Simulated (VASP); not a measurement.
# Si (a cell with a defect) in VASP: relaxation of the atoms with PBEsol

Aim: the relaxation of the atoms of Si (a cell with a defect) with PBEsol.

All numbers are computed with VASP 6.6.1; they aren't measurements. Logs are shortened: lines on timing, memory, paths and dates and some standing lists are left out, and cuts for length are marked.

## Step 1: The cell of the first run

The cell holds a defect, 17 atoms: a = 7.679 Å, b = 7.679 Å, c = 7.679 Å, α = 60.00°, β = 60.00°, γ = 60.00°.

## Step 2: Relaxation of the atoms, PBEsol

INCAR reads:

```
ALGO = Normal
EDIFF = 1E-7
EDIFFG = -0.03
ENCUT = 520
GGA = PS
IBRION = 2
ISIF = 2
ISMEAR = 0
LASPH = True
LCHARG = False
LREAL = Auto
LWAVE = False
NELM = 80
NSW = 80
PREC = Accurate
SIGMA = 0.02
```

KPOINTS reads:

```
k-points
0
Gamma
  2 2 2
```

POSCAR reads:

```
Si
1.0
    0.0000000000      5.4300000000      5.4300000000
    5.4300000000      0.0000000000      5.4300000000
    5.4300000000      5.4300000000      0.0000000000
Si
17
Direct
    0.0000000000      0.0000000000      0.0000000000
    0.1250000000      0.1250000000      0.1250000000
    0.0000000000      0.0000000000      0.5000000000
    0.1250000000      0.1250000000      0.6250000000
    0.0000000000      0.5000000000      0.0000000000
    0.1250000000      0.6250000000      0.1250000000
    0.0000000000      0.5000000000      0.5000000000
    0.1250000000      0.6250000000      0.6250000000
    0.5000000000      0.0000000000      0.0000000000
    0.6250000000      0.1250000000      0.1250000000
    0.5000000000      0.0000000000      0.5000000000
    0.6250000000      0.1250000000      0.6250000000
    0.5000000000      0.5000000000      0.0000000000
    0.6250000000      0.6250000000      0.1250000000
    0.5000000000      0.5000000000      0.5000000000
    0.6250000000      0.6250000000      0.6250000000
    0.7535481000      0.2542807000      0.2482295000
```

Potentials or basis: VASP PAW PBE potentials, release 64 (Si).

Run with:

```sh
$ cat potpaw_PBE.64/Si/POTCAR > POTCAR
$ mpirun -np 1 vasp_std > vasp.out
```

OUTCAR:

```text
EDIFF = 1E-7
   EDIFFG = -0.03
   ENCUT = 520
   GGA = PS
   IBRION = 2
   ISIF = 2
   ISMEAR = 0
   LASPH = True
   LREAL = Auto
   NELM = 80
   NSW = 80
   PREC = Accurate

 ion  position               nearest neighbor table
   1  0.000  0.000  0.000-   2 2.35   4 2.35   6 2.35  10 2.35  17 2.73
   2  0.125  0.125  0.125-  17 2.33   3 2.35   5 2.35   9 2.35   1 2.35
   3  0.000  0.000  0.500-   2 2.35   4 2.35   8 2.35  12 2.35  17 2.71
   4  0.125  0.125  0.625-   1 2.35   3 2.35   7 2.35  11 2.35
   5  0.000  0.500  0.000-   2 2.35   6 2.35   8 2.35  14 2.35  17 2.67
   6  0.125  0.625  0.125-   1 2.35   5 2.35   7 2.35  13 2.35
   7  0.000  0.500  0.500-   4 2.35   6 2.35   8 2.35  16 2.35
   8  0.125  0.625  0.625-   3 2.35   5 2.35   7 2.35  15 2.35
   9  0.500  0.000  0.000-   2 2.35  10 2.35  12 2.35  14 2.35
  10  0.625  0.125  0.125-   1 2.35   9 2.35  11 2.35  13 2.35  17 2.39
  11  0.500  0.000  0.500-   4 2.35  10 2.35  12 2.35  16 2.35  17 2.76
  12  0.625  0.125  0.625-   3 2.35   9 2.35  11 2.35  15 2.35  17 2.36
  13  0.500  0.500  0.000-   6 2.35  10 2.35  14 2.35  16 2.35  17 2.73
  14  0.625  0.625  0.125-  17 2.32   9 2.35  13 2.35  15 2.35   5 2.35
  15  0.500  0.500  0.500-   8 2.35  12 2.35  14 2.35  16 2.35  17 2.70
  16  0.625  0.625  0.625-   7 2.35  11 2.35  13 2.35  15 2.35
  17  0.754  0.254  0.248-  14 2.32   2 2.33  12 2.36  10 2.39   5 2.67  15 2.70   3 2.71  13 2.73
                             1 2.73  11 2.76

  LATTYP: Found a face centered cubic cell.
 ALAT       =    10.8600000000

  Lattice vectors:

 A1 = (   0.0000000000,   5.4300000000,   5.4300000000)
 A2 = (   5.4300000000,   0.0000000000,   5.4300000000)
 A3 = (   5.4300000000,   5.4300000000,   0.0000000000)

Analysis of symmetry for initial positions (statically):
=====================================================================
 Subroutine PRICEL returns:
 Original cell was already a primitive cell.

 Routine SETGRP: Setting up the symmetry group for a
 face centered cubic supercell.

 Subroutine GETGRP returns: Found  1 space group operations
 (whereof  1 operations were pure point group operations)
 out of a pool of 48 trial point group operations.

The static configuration has the point symmetry C_1 .

Analysis of symmetry for dynamics (positions and initial velocities):
=====================================================================
 Subroutine PRICEL returns:
 Original cell was already a primitive cell.

 Routine SETGRP: Setting up the symmetry group for a
 face centered cubic supercell.

 Subroutine GETGRP returns: Found  1 space group operations
 (whereof  1 operations were pure point group operations)
 out of a pool of 48 trial point group operations.

The dynamic configuration has the point symmetry C_1 .

 Subroutine INISYM returns: Found  1 space group operations
 (whereof  1 operations are pure point group operations),
 and found     1 'primitive' translations

----------------------------------------------------------------------------------------

                                     Primitive cell

  volume of cell :     320.2060

  direct lattice vectors                    reciprocal lattice vectors
     0.000000000  5.430000000  5.430000000    -0.092081031  0.092081031  0.092081031
     5.430000000  0.000000000  5.430000000     0.092081031 -0.092081031  0.092081031
     5.430000000  5.430000000  0.000000000     0.092081031  0.092081031 -0.092081031

  length of vectors
     7.679179644  7.679179644  7.679179644     0.159489025  0.159489025  0.159489025

  position of ions in fractional coordinates (direct lattice)
     0.000000000  0.000000000  0.000000000
     0.125000000  0.125000000  0.125000000
     0.000000000  0.000000000  0.500000000
     0.125000000  0.125000000  0.625000000
     0.000000000  0.500000000  0.000000000
     0.125000000  0.625000000  0.125000000
[... 9 lines left out ...]
     0.625000000  0.625000000  0.625000000
     0.753548100  0.254280700  0.248229500

  ion indices of the primitive-cell ions
   primitive index   ion index
                 1           1
                 2           2
                 3           3
                 4           4
                 5           5
                 6           6
[... 9 lines left out ...]
                16          16
                17          17

----------------------------------------------------------------------------------------

 KPOINTS: k-points

Automatic generation of k-mesh.
 Grid dimensions read from file:
 generate k-points for:    2    2    2

 Generating k-lattice:

  Cartesian coordinates                     Fractional coordinates (reciprocal lattice)
    -0.046040516  0.046040516  0.046040516     0.500000000  0.000000000  0.000000000
     0.046040516 -0.046040516  0.046040516     0.000000000  0.500000000  0.000000000
     0.046040516  0.046040516 -0.046040516     0.000000000  0.000000000  0.500000000

  Length of vectors
     0.079744512  0.079744512  0.079744512

  Shift w.r.t. Gamma in fractional coordinates (k-lattice)
     0.000000000  0.000000000  0.000000000

 Subroutine IBZKPT returns following result:
 ===========================================

 Found      8 irreducible k-points:

 Following reciprocal coordinates:
            Coordinates               Weight
  0.000000  0.000000  0.000000      1.000000
  0.500000  0.000000  0.000000      1.000000
  0.000000  0.500000  0.000000      1.000000
  0.000000  0.000000  0.500000      1.000000
  0.500000  0.500000  0.500000      1.000000
  0.500000  0.500000  0.000000      1.000000
  0.000000  0.500000  0.500000      1.000000
  0.500000  0.000000  0.500000      1.000000
   k-points           NKPTS =      8   k-points in BZ     NKDIM =      8   number of bands    NBANDS=     43
   number of dos      NEDOS =    301   number of ions     NIONS =     17
   total plane-waves  NPLWV = 216000
   dimension x,y,z NGX =    60 NGY =   60 NGZ =   60
   dimension x,y,z NGXF=   120 NGYF=  120 NGZF=  120
   ions per type =              17
   NGX,Y,Z   is equivalent  to a cutoff of  12.99, 12.99, 12.99 a.u.
   NGXF,Y,Z  is equivalent  to a cutoff of  25.98, 25.98, 25.98 a.u.
 SYSTEM =  unknown system
   PREC   = accura    normal or accurate (medium, high low for compatibility)
   ISTART =      0    job   : 0-new  1-cont  2-samecut
   ICHARG =      2    charge: 1-file 2-atom 10-const
   ISPIN  =      1    spin polarized calculation?
   LNONCOLLINEAR =      F non collinear calculations
   LSORBIT =      F    spin-orbit coupling
   LASPH  =      T    aspherical Exc in radial PAW
   ENCUT  =  520.0 eV  38.22 Ry    6.18 a.u.  14.28 14.28 14.28*2*pi/ulx,y,z
   NELM   =     80;   NELMIN=  2; NELMDL= -5     # of ELM steps
   EDIFF  = 0.1E-06   stopping-criterion for ELM
   LREAL  =      T    real-space projection
   EDIFFG = -.3E-01   stopping-criterion for IOM
   NSW    =     80    number of steps for IOM
   IBRION =      2    ionic relax: 0-MD 1-quasi-New 2-CG
   NFREE  =      1    steps in history (QN), initial steepest desc. (CG)
   ISIF   =      2    stress and relaxation
   ISYM   =      2    0-nonsym 1-usesym 2-fastsym
   POTIM  = 0.5000    time-step for ionic-motion
   TEBEG  =    0.0;   TEEND  =   0.0 temperature during run
   PSTRESS=    0.0 pullay stress
   NELECT =      68.0000    total number of electrons
   NUPDOWN=      -1.0000    fix difference up-down
   EMIN   =  10.00;   EMAX   =-10.00  energy-range for DOS
   EFERMI =   0.00;   METHOD = LEGACY
   ISMEAR =     0;   SIGMA  =   0.02  broadening in eV -4-tet -1-fermi 0-gaus
   EFERMI_NEDOS =   21; number of points for ismear=-14 and -15
   IALGO  =     38    algorithm
   IMIX   =      4    mixing-type and parameters
     AMIX     =   0.40;   BMIX     =  1.00
     AMIX_MAG =   1.60;   BMIX_MAG =  1.00
  volume/ion in A,a.u.               =      18.84       127.11
  Fermi-wavevector in a.u.,A,eV,Ry     =   0.976715  1.845724 12.979587  0.953973
  Thomas-Fermi vector in A             =   2.107356
   LORBIT       =      0    0 simple, 1 ext, 2 COOP (PROOUT), +10 PAW based schemes
   GGA     = PS    functional components
   LHFCALC =     F    Hartree Fock is set to
   AEXX    =    0.0000 exact exchange contribution
   IVDW    =     0    specifies the selected vdW correction
   LEPSILON=     F    determine dielectric tensor
   LRPA    =     F    only Hartree local field effects (RPA)
 conjugate gradient relaxation of ions
 non-spin polarized calculation
 Gauss-broadening in eV      SIGMA  =   0.02
  energy-cutoff  :      520.00
  volume of cell :      320.21
 maximum number of plane-waves:      8646
 NGX is ok and might be reduce to    60
   NGX = 29   NGY = 29   NGZ = 29

--------------------------------------- Ionic step        1  -------------------------------------------

 number of electron      68.0000003 magnetization

 Free energy of the ion-electron system (eV)
  ---------------------------------------------------
  ext. energy  EPLUGINS =         0.00000000
  ---------------------------------------------------
  free energy    TOTEN  =       -93.79684066 eV

  energy without entropy =      -93.79298933  energy(sigma->0) =      -93.79491499

------------------------ aborting loop because EDIFF is reached ----------------------------------------

  FORCE on cell =-STRESS in cart. coord.  units (eV):
  Direction    XX          YY          ZZ          XY          YZ          ZX
  --------------------------------------------------------------------------------------
  -------------------------------------------------------------------------------------
  Total        7.9550123      7.9528929      7.9978164     -0.5354934     -0.1658349     -0.1127128
  in kB       39.8035632     39.7929589     40.0177373     -2.6793855     -0.8297684     -0.5639679
  external PRESSURE =      39.8714198 kB  Pullay stress =       0.0000000 kB

 VOLUME and BASIS-vectors are now :
 -----------------------------------------------------------------------------
  energy-cutoff  :      520.00
  volume of cell :      320.21
      direct lattice vectors                 reciprocal lattice vectors
     0.000000000  5.430000000  5.430000000    -0.092081031  0.092081031  0.092081031
     5.430000000  0.000000000  5.430000000     0.092081031 -0.092081031  0.092081031
     5.430000000  5.430000000  0.000000000     0.092081031  0.092081031 -0.092081031
[... 222 lines left out ...]
      6.78405      6.79183      6.79288        -0.008158      0.001076     -0.005767
      2.72124      5.43448      5.44897        -0.020827     -0.013985     -0.069409
 -----------------------------------------------------------------------------------
    total drift:                                0.004220      0.002667     -0.002796

  FREE ENERGIE OF THE ION-ELECTRON SYSTEM (eV)
  ---------------------------------------------------
  free  energy   TOTEN  =       -93.9208315987 eV

  energy  without entropy=      -93.9168313745  energy(sigma->0) =      -93.91883149

--------------------------------------- Ionic step        6  -------------------------------------------

 number of electron      68.0000001 magnetization

 Free energy of the ion-electron system (eV)
  ---------------------------------------------------
  ext. energy  EPLUGINS =         0.00000000
  ---------------------------------------------------
  free energy    TOTEN  =       -93.92141391 eV

  energy without entropy =      -93.91744817  energy(sigma->0) =      -93.91943104

 E-fermi :   6.8058     XC(G=0):  -9.8055

 val. band max:        6.5676135551   @ k =   0.0000   0.0000   0.0000
 cond. band min:       6.8119531976   @ k =   0.5000   0.0000   0.5000
 fundamental gap:      0.2443396425
 Fermi energy:         6.8057512686

 k-point     1 :       0.0000    0.0000    0.0000
  band No.  band energies     occupation
      1      -6.3884      2.00000
      2      -3.8268      2.00000
      3      -3.6845      2.00000
      4      -3.6832      2.00000
      5      -3.6817      2.00000
      6      -2.8717      2.00000
[... 383 lines left out ...]
      8.14487      2.74747      5.43051        -0.005515     -0.003354      0.002748
      4.07704      4.06850      1.36269         0.001408     -0.004095     -0.001803
      8.14509      5.43002      2.74832         0.000058     -0.001008     -0.002600
      4.07794      1.36287      4.06840        -0.003659     -0.003498     -0.003777
[... 9 lines left out ...]
      6.78347      6.79208      6.79279        -0.004048      0.001179     -0.002444
      2.71994      5.43354      5.44487        -0.008299     -0.006408     -0.026847
 -----------------------------------------------------------------------------------
    total drift:                               -0.000719     -0.001286     -0.000138

  FREE ENERGIE OF THE ION-ELECTRON SYSTEM (eV)
  ---------------------------------------------------
  free  energy   TOTEN  =       -93.9214139150 eV

  energy  without entropy=      -93.9174481667  energy(sigma->0) =      -93.91943104

 reached required accuracy - stopping structural energy minimisation
```

It took 12 min on 1 thread of Intel Xeon Platinum 8259CL at 2.50GHz (Skylake/Cascade Lake), shared host; peak memory 0.53 GiB.

What came out:

* Free energy: -93.9214 eV
* Energy gained by relaxing: 7.3 meV/atom
* Ionic steps: 6
* Pressure after relaxing: 3.5 GPa
* Largest force after relaxing: 0.029 eV/Å
* Band gap on the k mesh: zero (bands 34 and 35 overlap by 0.25 eV)

Forces on the atoms (eV/Å):
```
Si   0.000  0.009  0.007
Si   0.005  0.001  0.008
Si  -0.006 -0.003  0.003
Si   0.001 -0.004 -0.002
Si   0.000 -0.001 -0.003
Si  -0.004 -0.003 -0.004
Si   0.000  0.000  0.000
Si   0.003  0.003 -0.001
Si  -0.003 -0.001 -0.011
Si   0.000 -0.001  0.006
Si   0.004  0.004 -0.003
Si   0.003  0.003  0.009
Si   0.009  0.001  0.007
Si   0.002  0.005  0.009
Si  -0.003 -0.006  0.004
Si  -0.004  0.001 -0.002
Si  -0.008 -0.006 -0.027
```

Step by step:
| step | energy change (eV) | largest force (eV/Å) | pressure (GPa) |
| --- | --- | --- | --- |
| 1 | 0.0000 | 1.0255 | 3.99 |
| 2 | -0.1206 | 0.1240 | 3.52 |
| 3 | -0.1212 | 0.1300 | 3.49 |
| 4 | -0.1238 | 0.0665 | 3.50 |
| 5 | -0.1240 | 0.0761 | 3.50 |
| 6 | -0.1246 | 0.0288 | 3.51 |

Final structure:
```cif
data_structure
_symmetry_space_group_name_H-M 'P 1'
_symmetry_Int_Tables_number 1
_cell_length_a 7.6792
_cell_length_b 7.6792
_cell_length_c 7.6792
_cell_angle_alpha 60.000
_cell_angle_beta 60.000
_cell_angle_gamma 60.000
_cell_volume 320.21
loop_
_atom_site_label
_atom_site_type_symbol
_atom_site_fract_x
_atom_site_fract_y
_atom_site_fract_z
_atom_site_occupancy
Si1 Si 0.00303 0.99710 0.99706 1
Si2 Si 0.13219 0.12250 0.12261 1
Si3 Si 0.00305 0.99704 0.50293 1
Si4 Si 0.12469 0.12626 0.62457 1
Si5 Si 0.00306 0.50308 0.99694 1
Si6 Si 0.12462 0.62463 0.12637 1
Si7 Si 0.99996 0.49995 0.50001 1
Si8 Si 0.12455 0.62456 0.62442 1
Si9 Si 0.50087 0.00107 0.99955 1
Si10 Si 0.62332 0.12331 0.12339 1
Si11 Si 0.49715 0.99715 0.50289 1
Si12 Si 0.62295 0.12294 0.63099 1
Si13 Si 0.49709 0.50305 0.99705 1
Si14 Si 0.62245 0.63236 0.12255 1
Si15 Si 0.49704 0.50307 0.50293 1
Si16 Si 0.62628 0.62469 0.62456 1
Si17 Si 0.75124 0.25150 0.24941 1
```

Levels at points of the mesh, in eV from the Fermi level:
| k point | band 31 | band 32 | band 33 | band 34 | band 35 | band 36 | band 37 | band 38 |
| --- | --- | --- | --- | --- | --- | --- | --- | --- |
| (0.00, 0.00, 0.00) | -0.78 | -0.77 | -0.77 | -0.25 | -0.24 | -0.24 | 0.03 | 0.04 |
| (0.50, 0.00, 0.00) | -1.52 | -1.37 | -1.36 | -0.34 | 0.50 | 0.52 | 0.86 | 0.86 |
| (0.00, 0.50, 0.00) | -1.52 | -1.37 | -1.36 | -0.34 | 0.50 | 0.52 | 0.86 | 0.86 |
| (0.00, 0.00, 0.50) | -1.52 | -1.37 | -1.36 | -0.34 | 0.50 | 0.52 | 0.87 | 0.87 |
| (0.50, 0.50, 0.50) | -1.52 | -1.37 | -1.36 | -0.34 | 0.50 | 0.51 | 0.87 | 0.87 |
| (0.50, 0.50, 0.00) | -1.96 | -1.83 | -0.97 | 0.01 | 0.71 | 1.03 | 1.04 | 1.13 |
| (0.00, 0.50, 0.50) | -1.96 | -1.83 | -0.97 | 0.01 | 0.71 | 1.03 | 1.04 | 1.13 |
| (0.50, 0.00, 0.50) | -1.96 | -1.83 | -0.97 | 0.01 | 0.71 | 1.03 | 1.04 | 1.13 |

Caveat: the k points lie up to 0.50 Å⁻¹ apart; the PAW data sets were made with another functional, which shifts forces and pressure a little.

The gap in the log of VASP goes by the Fermi energy; the results here count the filled bands.